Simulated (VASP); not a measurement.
A run of VASP 6.6.1:

Contents of INCAR:

```
SYSTEM = Ge4MoW
PREC = Accurate ; ENCUT = 600
EDIFF = 1E-6 ; ISMEAR = 0
SIGMA = 0.1 ; LREAL = .False.
LASPH = .True. ; NELM = 80
ALGO = Fast ; ISIF = 4
LWAVE = .False. ; LCHARG = .False.
GGA = PE ; IBRION = 2
NSW = 50 ; EDIFFG = -0.01
```

Contents of KPOINTS:

```
Automatic mesh
0
Gamma
  12 12 6
  0 0 0
```

File POSCAR:

```
Ge4MoW
1.0
    3.4462287775      0.0000000000      0.0000000000
    0.0000000000      3.4462287775      0.0000000000
    0.0000000000      0.0000000000      8.5623376830
Ge Mo W
4 1 1
Direct
    0.0000000000      0.0000000000      0.6612591830
    0.5000000000      0.5000000000      0.1602654840
    0.0000000000      0.0000000000      0.3387408170
    0.5000000000      0.5000000000      0.8397345160
    0.0000000000      0.0000000000      0.0000000000
    0.5000000000      0.5000000000      0.5000000000
```

Potentials or basis: VASP PAW PBE potentials, release 64 (Ge_d, Mo_sv, W_sv).

Launch:

```bash
$ cat potpaw_PBE.64/Ge_d/POTCAR potpaw_PBE.64/Mo_sv/POTCAR potpaw_PBE.64/W_sv/POTCAR > POTCAR
$ mpirun -np 1 vasp_std > vasp.out
```

Hardware: 1 thread of AMD EPYC 9755 128-Core Processor (shared host).

Q: Estimate the wall time of this run.

A: It took 47 min on 1 thread of AMD EPYC 9755 128-Core Processor, with other jobs on the host, peak memory 0.65 GiB. Counts: scf iterations 44, k points 112, ion steps 5.
